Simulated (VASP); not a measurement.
Input of a VASP 6.6.1 run:

File INCAR:

```
PREC     = Accurate       # precision mode
ENCUT    = 500            # plane-wave cutoff, eV
EDIFF    = 1E-6           # SCF threshold, eV
ISMEAR   = 1              # smearing method
SIGMA    = 0.05           # smearing width, eV
LREAL    = False          # projectors in reciprocal space
LASPH    = True           # aspherical terms in the spheres
NELM     = 120            # most SCF steps
ALGO     = Normal         # electronic algorithm
ISIF     = 2              # what is computed and relaxed
LWAVE    = False          # write WAVECAR
LCHARG   = True           # write CHGCAR
GGA      = PS             # functional
IVDW     = 12             # dispersion correction
LELF     = True           # ELF
LVHAR    = True         
NBANDS   = 13             # bands
GGA_COMPAT= False
```

The input KPOINTS:

```
regular mesh
0
Gamma
  10 10 10
```

POSCAR

```
W
1.0
   -1.5717249149      1.5717249149      1.5717249149
    1.5717249149     -1.5717249149      1.5717249149
    1.5717249149      1.5717249149     -1.5717249149
W
1
Direct
    0.0000000000      0.0000000000      0.0000000000
```

Potentials or basis: VASP PAW PBE potentials, release 64 (W_sv).

Command:

```sh
$ cat potpaw_PBE.64/W_sv/POTCAR > POTCAR
$ mpirun -np 1 vasp_std > vasp.out
```

**Question.** Estimate the pressure.

**Answer.** -3.5 GPa.

**Question.** Predict the band gap on the k mesh.

**Answer.** Zero (band 7 reaches 16.89 eV, above the bottom of band 8 at 10.29 eV).

**Question.** Estimate the dispersion energy per atom.

**Answer.** -0.759 eV.

Caveat: three body term missing; the PAW data sets were made with another functional, which shifts forces and pressure a little; spin-orbit coupling is left out, which moves the levels of the heavy elements; pairwise dispersion overbinds metals, which lowers pressure and volume.
